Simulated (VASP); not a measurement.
# LiCuAuO2 (R3m) in VASP: single point with PBE

Aim: the single point of LiCuAuO2 with PBE.

Everything below comes from runs of VASP 6.6.1. Logs are shortened: lines on timing, memory, paths and dates and some standing lists are left out, and cuts for length are marked.

## 1. The cell of the first run

It takes space group R3m (No. 160, trigonal). The conventional cell has a = 3.274 Å, b = 3.274 Å, c = 19.256 Å, α = 90.00°, β = 90.00°, γ = 120.00°. Within 2.7 Å of Li (site symmetry 3m) lie 4 O at 1.90 to 2.44 Å and 3 Cu at 2.59 Å and 3 Au at 2.68 Å. Cu (site symmetry 3m) has 6 O at 2.01 to 2.46 Å and 3 Li at 2.59 Å within 2.7 Å. Au (site symmetry 3m) has 2 O at 2.07 to 2.10 Å and 3 Li at 2.68 Å within 2.7 Å. Within 2.7 Å of O (site symmetry 3m) lie 3 Cu at 2.01 Å and 1 Au at 2.07 Å and 1 Li at 2.44 Å. O (site symmetry 3m) has 3 Li at 1.90 Å and 1 Au at 2.10 Å and 3 Cu at 2.46 Å within 2.5 Å.

## 2. Single point, PBE, collinear spin

The input, INCAR:

```
  PREC = Accurate
  ENCUT = 520
  EDIFF = 1E-7
  ISMEAR = 0
  SIGMA = 0.1
  LREAL = F
  LASPH = T
  NELM = 150
  ALGO = Normal
  ISIF = 2
  LWAVE = F
  LCHARG = F
  ISPIN = 2
  MAGMOM = 0 1 0 0 0
  LORBIT = 11
  LMAXMIX = 4
  GGA = PE
  NBANDS = 30
```

The input, KPOINTS:

```
regular mesh
0
Gamma
  6 6 6
```

The input, POSCAR:

```
LiCuAuO2
1.0
    1.6371994655      0.9452375521      6.4188160000
   -1.6371994655      0.9452375521      6.4188160000
    0.0000000000     -1.8904751042      6.4188160000
Li Cu Au O
1 1 1 2
Direct
    0.7572590000      0.7572590000      0.7572590000
    0.5158030000      0.5158030000      0.5158030000
    0.9917940000      0.9917940000      0.9917940000
    0.8842220000      0.8842220000      0.8842220000
    0.1009220000      0.1009220000      0.1009220000
```

Potentials or basis: VASP PAW PBE potentials, release 64 (Li_sv, Cu, Au, O).

On the command line:

```bash
> cat potpaw_PBE.64/Li_sv/POTCAR potpaw_PBE.64/Cu/POTCAR potpaw_PBE.64/Au/POTCAR potpaw_PBE.64/O/POTCAR > POTCAR
> mpirun -np 1 vasp_std > vasp.out
```

OUTCAR:

```text
PREC = Accurate
   ENCUT = 520
   EDIFF = 1E-7
   ISMEAR = 0
   LREAL = F
   LASPH = T
   NELM = 150
   ISIF = 2
   ISPIN = 2
   LORBIT = 11
   GGA = PE

 ion  position               nearest neighbor table
   1  0.757  0.757  0.757-   5 1.90   5 1.90   5 1.90   2 2.59   2 2.59   2 2.59   3 2.68   3 2.68
                             3 2.68
   2  0.516  0.516  0.516-   4 2.01   4 2.01   4 2.01   1 2.59   1 2.59   1 2.59
   3  0.992  0.992  0.992-   4 2.07   5 2.10   1 2.68   1 2.68   1 2.68
   4  0.884  0.884  0.884-   2 2.01   2 2.01   2 2.01   3 2.07
   5  0.101  0.101  0.101-   1 1.90   1 1.90   1 1.90   3 2.10

  LATTYP: Found a trigonal (rhomboedric) cell.
 ALAT       =     6.6914195027
 COS(alpha) =     0.8802717407

  Lattice vectors:

 A1 = (   1.6371994655,   0.9452375521,   6.4188160000)
 A2 = (  -1.6371994655,   0.9452375521,   6.4188160000)
 A3 = (   0.0000000000,  -1.8904751042,   6.4188160000)

Analysis of symmetry for initial positions (statically):
=====================================================================
 Subroutine PRICEL returns:
 Original cell was already a primitive cell.

 Routine SETGRP: Setting up the symmetry group for a
 trigonal (rhombohedral) supercell.

 Subroutine GETGRP returns: Found  6 space group operations
 (whereof  6 operations were pure point group operations)
 out of a pool of 12 trial point group operations.

The static configuration has the point symmetry C_3v.

Analysis of symmetry for dynamics (positions and initial velocities):
=====================================================================
 Subroutine PRICEL returns:
 Original cell was already a primitive cell.

 Routine SETGRP: Setting up the symmetry group for a
 trigonal (rhombohedral) supercell.

 Subroutine GETGRP returns: Found  6 space group operations
 (whereof  6 operations were pure point group operations)
 out of a pool of 12 trial point group operations.

The dynamic configuration has the point symmetry C_3v.

Analysis of structural, dynamic, and magnetic symmetry:
=====================================================================
 Subroutine PRICEL returns:
 Original cell was already a primitive cell.

 Routine SETGRP: Setting up the symmetry group for a
 trigonal (rhombohedral) supercell.

 Subroutine GETGRP returns: Found  6 space group operations
 (whereof  6 operations were pure point group operations)
 out of a pool of 12 trial point group operations.

The overall configuration has the point symmetry C_3v.

 Subroutine INISYM returns: Found  6 space group operations
 (whereof  6 operations are pure point group operations),
 and found     1 'primitive' translations

----------------------------------------------------------------------------------------

                                     Primitive cell

  volume of cell :      59.6003

  direct lattice vectors                    reciprocal lattice vectors
     1.637199465  0.945237552  6.418816000     0.305399562  0.176322519  0.051930657
    -1.637199465  0.945237552  6.418816000    -0.305399562  0.176322519  0.051930657
     0.000000000 -1.890475104  6.418816000     0.000000000 -0.352645039  0.051930657

  length of vectors
     6.691419503  6.691419503  6.691419503     0.356448196  0.356448196  0.356448196

  position of ions in fractional coordinates (direct lattice)
     0.757259000  0.757259000  0.757259000
     0.515803000  0.515803000  0.515803000
     0.991794000  0.991794000  0.991794000
     0.884222000  0.884222000  0.884222000
     0.100922000  0.100922000  0.100922000

  ion indices of the primitive-cell ions
   primitive index   ion index
                 1           1
                 2           2
                 3           3
                 4           4
                 5           5

----------------------------------------------------------------------------------------

 KPOINTS: regular mesh

Automatic generation of k-mesh.
 Grid dimensions read from file:
 generate k-points for:    6    6    6

 Generating k-lattice:

  Cartesian coordinates                     Fractional coordinates (reciprocal lattice)
     0.050899927  0.029387087  0.008655110     0.166666667  0.000000000  0.000000000
    -0.050899927  0.029387087  0.008655110     0.000000000  0.166666667  0.000000000
     0.000000000 -0.058774173  0.008655110     0.000000000  0.000000000  0.166666667

  Length of vectors
     0.059408033  0.059408033  0.059408033

  Shift w.r.t. Gamma in fractional coordinates (k-lattice)
     0.000000000  0.000000000  0.000000000

 Subroutine IBZKPT returns following result:
 ===========================================

 Found     32 irreducible k-points:

 Following reciprocal coordinates:
            Coordinates               Weight
  0.000000  0.000000  0.000000      1.000000
  0.166667 -0.000000  0.000000      6.000000
  0.333333  0.000000  0.000000      6.000000
  0.500000 -0.000000  0.000000      3.000000
  0.166667  0.166667  0.000000      6.000000
  0.333333  0.166667  0.000000     12.000000
[... 16 lines left out ...]
  0.500000  0.500000  0.166667      6.000000
 -0.333333  0.500000  0.166667     12.000000
 [... further k-points ...]
   k-points           NKPTS =     32   k-points in BZ     NKDIM =     32   number of bands    NBANDS=     30
   number of dos      NEDOS =    301   number of ions     NIONS =      5
   total plane-waves  NPLWV = 125000
   dimension x,y,z NGX =    50 NGY =   50 NGZ =   50
   dimension x,y,z NGXF=   100 NGYF=  100 NGZF=  100
   ions per type =               1   1   1   2
   NGX,Y,Z   is equivalent  to a cutoff of  12.42, 12.42, 12.42 a.u.
   NGXF,Y,Z  is equivalent  to a cutoff of  24.84, 24.84, 24.84 a.u.
 SYSTEM =  unknown system
   PREC   = accura    normal or accurate (medium, high low for compatibility)
   ISTART =      0    job   : 0-new  1-cont  2-samecut
   ICHARG =      2    charge: 1-file 2-atom 10-const
   ISPIN  =      2    spin polarized calculation?
   LNONCOLLINEAR =      F non collinear calculations
   LSORBIT =      F    spin-orbit coupling
   LASPH  =      T    aspherical Exc in radial PAW
   ENCUT  =  520.0 eV  38.22 Ry    6.18 a.u.  12.44 12.44 12.44*2*pi/ulx,y,z
   NELM   =    150;   NELMIN=  2; NELMDL= -5     # of ELM steps
   EDIFF  = 0.1E-06   stopping-criterion for ELM
   LREAL  =      F    real-space projection
   EDIFFG = 0.1E-05   stopping-criterion for IOM
   NSW    =      0    number of steps for IOM
   IBRION =     -1    ionic relax: 0-MD 1-quasi-New 2-CG
   NFREE  =      0    steps in history (QN), initial steepest desc. (CG)
   ISIF   =      2    stress and relaxation
   ISYM   =      2    0-nonsym 1-usesym 2-fastsym
   POTIM  = 0.5000    time-step for ionic-motion
   TEBEG  =    0.0;   TEEND  =   0.0 temperature during run
   PSTRESS=    0.0 pullay stress
   NELECT =      37.0000    total number of electrons
   NUPDOWN=      -1.0000    fix difference up-down
   EMIN   =  10.00;   EMAX   =-10.00  energy-range for DOS
   EFERMI =   0.00;   METHOD = LEGACY
   ISMEAR =     0;   SIGMA  =   0.10  broadening in eV -4-tet -1-fermi 0-gaus
   EFERMI_NEDOS =   21; number of points for ismear=-14 and -15
   IALGO  =     38    algorithm
   IMIX   =      4    mixing-type and parameters
     AMIX     =   0.40;   BMIX     =  1.00
     AMIX_MAG =   1.60;   BMIX_MAG =  1.00
  volume/ion in A,a.u.               =      11.92        80.44
  Fermi-wavevector in a.u.,A,eV,Ry     =   1.396559  2.639113 26.536475  1.950376
  Thomas-Fermi vector in A             =   2.519901
   LORBIT       =     11    0 simple, 1 ext, 2 COOP (PROOUT), +10 PAW based schemes
   GGA     = PE    functional components
   LHFCALC =     F    Hartree Fock is set to
   AEXX    =    0.0000 exact exchange contribution
   IVDW    =     0    specifies the selected vdW correction
   LEPSILON=     F    determine dielectric tensor
   LRPA    =     F    only Hartree local field effects (RPA)
 spin polarized calculation
 Gauss-broadening in eV      SIGMA  =   0.10
  energy-cutoff  :      520.00
  volume of cell :       59.60
 maximum number of plane-waves:      1622
 NGX is ok and might be reduce to    50
   NGX = 25   NGY = 25   NGZ = 25

 number of electron      37.0000002 magnetization       0.8843510

 Free energy of the ion-electron system (eV)
  ---------------------------------------------------
  ext. energy  EPLUGINS =         0.00000000
  ---------------------------------------------------
  free energy    TOTEN  =       -22.22654153 eV

  energy without entropy =      -22.21299777  energy(sigma->0) =      -22.21976965

 E-fermi :   4.4539     XC(G=0): -11.0142

 val. band max:        4.4501569414   @ k =   0.1667   0.1667   0.0000
 cond. band min:       4.4781694212   @ k =  -0.3333   0.1667   0.1667
 fundamental gap:      0.0280124798
 Fermi energy:         4.4539306176

 spin component 1

 k-point     1 :       0.0000    0.0000    0.0000
  band No.  band energies     occupation
      1     -39.3217      1.00000
      2     -14.4365      1.00000
      3     -12.8689      1.00000
      4      -2.5897      1.00000
      5      -0.6641      1.00000
      6      -0.6160      1.00000
[... 781 lines left out ...]
     29      19.5722      0.00000
     30      20.7046      0.00000

 [... further k-points ...]

 spin component 2

 k-point     1 :       0.0000    0.0000    0.0000
  band No.  band energies     occupation
      1     -39.3207      1.00000
      2     -14.0888      1.00000
      3     -12.7093      1.00000
      4      -2.4973      1.00000
      5      -0.6356      1.00000
      6      -0.1775      1.00000
[... 781 lines left out ...]
     29      19.6289      0.00000
     30      20.7594      0.00000

 [... further k-points ...]

------------------------ aborting loop because EDIFF is reached ----------------------------------------

  FORCE on cell =-STRESS in cart. coord.  units (eV):
  Direction    XX          YY          ZZ          XY          YZ          ZX
  --------------------------------------------------------------------------------------
  -------------------------------------------------------------------------------------
  Total       -0.0422953     -0.0422953     -0.8691366     -0.0000000      0.0000000      0.0000000
  in kB       -1.1369824     -1.1369824    -23.3641448     -0.0000000      0.0000000      0.0000000
  external PRESSURE =      -8.5460365 kB  Pullay stress =       0.0000000 kB

 VOLUME and BASIS-vectors are now :
 -----------------------------------------------------------------------------
  energy-cutoff  :      520.00
  volume of cell :       59.60
      direct lattice vectors                 reciprocal lattice vectors
     1.637199465  0.945237552  6.418816000     0.305399562  0.176322519  0.051930657
    -1.637199465  0.945237552  6.418816000    -0.305399562  0.176322519  0.051930657
     0.000000000 -1.890475104  6.418816000     0.000000000 -0.352645039  0.051930657

 POSITION                                       TOTAL-FORCE (eV/Angst)
 -----------------------------------------------------------------------------------
      0.00000      0.00000     14.58212         0.000000     -0.000000      0.029458
      0.00000      0.00000      9.93253         0.000000     -0.000000      0.062364
      0.00000      0.00000     19.09843         0.000000     -0.000000     -0.015754
      0.00000      0.00000     17.02697         0.000000     -0.000000      0.134638
      0.00000      0.00000      1.94340         0.000000      0.000000     -0.210705
 -----------------------------------------------------------------------------------
    total drift:                               -0.000000     -0.000000     -0.002134

  FREE ENERGIE OF THE ION-ELECTRON SYSTEM (eV)
  ---------------------------------------------------
  free  energy   TOTEN  =       -22.2265415296 eV

  energy  without entropy=      -22.2129977732  energy(sigma->0) =      -22.21976965

 total charge

# of ion       s       p       d       tot
------------------------------------------
    1        2.035   0.081   0.000   2.116
    2        0.313   0.302   9.142   9.757
    3        0.604   0.276   8.712   9.592
    4        1.563   3.368   0.000   4.930
    5        1.564   3.388   0.000   4.951
--------------------------------------------------
tot          6.079   7.414  17.854  31.347

 magnetization (x)

# of ion       s       p       d       tot
------------------------------------------
    1        0.000   0.000   0.000   0.001
    2       -0.004   0.009   0.474   0.478
    3        0.007  -0.001   0.065   0.070
    4        0.005   0.217   0.000   0.222
    5        0.001   0.076   0.000   0.077
--------------------------------------------------
tot          0.009   0.301   0.539   0.848
```

Run time: 14 min. Hardware: 1 thread of Intel Xeon 8259CL, shared host; peak memory 0.5 GiB.

What came out:

```yaml
Free_energy: -22.2265 eV
Largest_force: 0.211 eV/Å
Net_moment: 0.88 μB per cell
Site_moments: Li +0.00; Cu +0.48; Au +0.07; O +0.22, +0.08 μB
Valence_electrons_inside_the_program's_atomic_spheres: Li 2.12; Cu 9.76; Au 9.59; O 4.93, 4.95
```

Forces on the atoms (eV/Å):
```
Li   0.000  0.000  0.029
Cu   0.000  0.000  0.062
Au   0.000  0.000 -0.016
O    0.000  0.000  0.135
O    0.000  0.000 -0.211
```

Levels at points of the mesh, in eV from the Fermi level:
Spin up:
```tsv
k point	band 16	band 17	band 18	band 19	band 20	band 21	band 22	band 23
(0.00, 0.00, 0.00)	-1.69	-1.41	0.14	0.14	0.88	4.72	6.00	9.91
(0.50, 0.00, 0.00)	-1.51	-1.08	-0.74	-0.23	2.20	4.23	6.14	8.93
(0.50, 0.50, 0.00)	-1.84	-1.46	-0.28	-0.13	2.40	4.63	6.87	7.35
(0.50, 0.50, 0.50)	-1.11	-1.11	-0.12	-0.12	2.77	3.17	7.22	8.62
```
Spin down:
```
           k point  band 14  band 15  band 16  band 17  band 18  band 19  band 20  band 21  band 22  band 23
(0.00, 0.00, 0.00)    -1.75    -1.49    -1.49    -1.12     0.78     0.78     0.99     4.77     6.11     9.92
(0.50, 0.00, 0.00)    -1.65    -1.31    -1.29    -0.63    -0.11    -0.08     2.23     4.31     6.30     8.99
(0.50, 0.50, 0.00)    -1.61    -1.59    -1.49    -0.99    -0.01     0.27     2.46     4.73     7.02     7.41
(0.50, 0.50, 0.50)    -1.82    -1.34    -0.94    -0.94     0.58     0.58     2.87     3.28     7.26     8.67
```

Caveat: the k points lie up to 0.37 Å⁻¹ apart; the cutoff is under 1.25 times the usual one of these potentials, so pressure, stress and relaxed cells hold a basis-set (Pulay) error; spin-orbit coupling is left out, which moves the levels of the heavy elements; a cell with one magnetic atom can't hold antiferromagnetic order, which such compounds often take. With open d or f shells a metallic result of PBE can be an artefact of self-interaction; +U or a hybrid may open a gap.
